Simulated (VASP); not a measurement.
Here is a VASP 6.6.1 calculation.

File INCAR:

```
SYSTEM = SrTiO3
PREC     = Accurate       ! precision mode
ENCUT    = 520            ! plane-wave cutoff, eV
EDIFF    = 1E-6           ! SCF threshold, eV
ISMEAR   = 0              ! smearing method
SIGMA    = 0.05           ! smearing width, eV
LREAL    = .False.        ! projectors in reciprocal space
LASPH    = .True.         ! aspherical terms in the spheres
NELM     = 60             ! most SCF steps
ALGO     = Normal         ! electronic algorithm
ISIF     = 2              ! what is computed and relaxed
LWAVE    = .False.        ! write WAVECAR
LCHARG   = .True.         ! write CHGCAR
GGA      = PS             ! functional
LELF     = .True.         ! ELF
LVHAR    = .True.       
NBANDS   = 28             ! bands
```

The input KPOINTS:

```
regular mesh
0
Gamma
  4 4 4
  0 0 0
```

Contents of POSCAR:

```
SrTiO3
1.0
    4.0200000000      0.0000000000      0.0000000000
    0.0000000000      4.0200000000      0.0000000000
    0.0000000000      0.0000000000      4.0200000000
Sr Ti O
1 1 3
Direct
    0.0000000000      0.0000000000      0.0000000000
    0.5000000000      0.5000000000      0.5000000000
    0.5000000000      0.5000000000      0.0000000000
    0.5000000000      0.0000000000      0.5000000000
    0.0000000000      0.5000000000      0.5000000000
```

Potentials or basis: VASP PAW PBE potentials, release 64 (Sr_sv, Ti_sv, O).

Run with:

```console
$ cat potpaw_PBE.64/Sr_sv/POTCAR potpaw_PBE.64/Ti_sv/POTCAR potpaw_PBE.64/O/POTCAR > POTCAR
$ mpirun -np 1 vasp_std > vasp.out
```

(1) Predict the band gap on the k mesh.

(2) Estimate the pressure.

Answers

(1) 1.63 eV (least direct gap 2.03 eV).

(2) -14.1 GPa.

Caveat: the cell stands under tension; the PAW data sets were made with another functional, which shifts forces and pressure a little.
